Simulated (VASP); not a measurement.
A run of VASP 6.6.1 is set up as follows.

INCAR

```
SYSTEM = MgCd2S3
PREC = Accurate ; ENCUT = 520
EDIFF = 1E-6 ; ISMEAR = 0
SIGMA = 0.1 ; LREAL = .FALSE.
LASPH = .TRUE. ; NELM = 80
ALGO = Normal ; ISIF = 2
LWAVE = .FALSE. ; LCHARG = .FALSE.
GGA = PE ; NBANDS = 56
```

File KPOINTS:

```
Automatic mesh
0
G
  6 6 1
  0 0 0
```

POSCAR

```
MgCd2S3
1.0
    4.1512308422      0.0000000030      0.0000000000
   -2.0756154237      3.5950713648      0.0000000000
    0.0000000000      0.0000000000     20.1721874487
Mg Cd S
2 4 6
Direct
    0.6666666667      0.3333333333      0.5021450703
    0.6666666667      0.3333333333      0.8312017808
    0.3333333333      0.6666666667     -0.0025383430
    0.3333333333      0.6666666667      0.3395594446
    0.3333333333      0.6666666667      0.6687253741
    0.6666666667      0.3333333333      0.1682988588
    0.3333333333      0.6666666667      0.1249426162
    0.3333333333      0.6666666667      0.4670059675
    0.3333333333      0.6666666667      0.7960661944
    0.6666666667      0.3333333333      0.2958652518
    0.6666666667      0.3333333333      0.6248354185
    0.6666666667      0.3333333333      0.9538923459
```

Potentials or basis: VASP PAW PBE potentials, release 64 (Mg, Cd, S).

Run with:

```console
$ cat potpaw_PBE.64/Mg/POTCAR potpaw_PBE.64/Cd/POTCAR potpaw_PBE.64/S/POTCAR > POTCAR
$ mpirun -np 1 vasp_std > vasp.out
```

Question: Predict the band gap on the k mesh.

Answer: 1.53 eV.

Question: What does it give for the largest force?

Answer: 0.046 eV/Å.

Question: Predict the pressure.

Answer: 0.1 GPa.

Forces on the atoms (eV/Å):
```
Mg   0.000  0.000  0.021
Mg   0.000  0.000  0.021
Cd   0.000  0.000  0.005
Cd   0.000  0.000  0.006
Cd   0.000  0.000  0.003
Cd   0.000  0.000  0.007
S    0.000  0.000 -0.006
S    0.000  0.000  0.021
S    0.000  0.000  0.022
S    0.000  0.000 -0.008
S    0.000  0.000 -0.045
S    0.000  0.000 -0.046
```
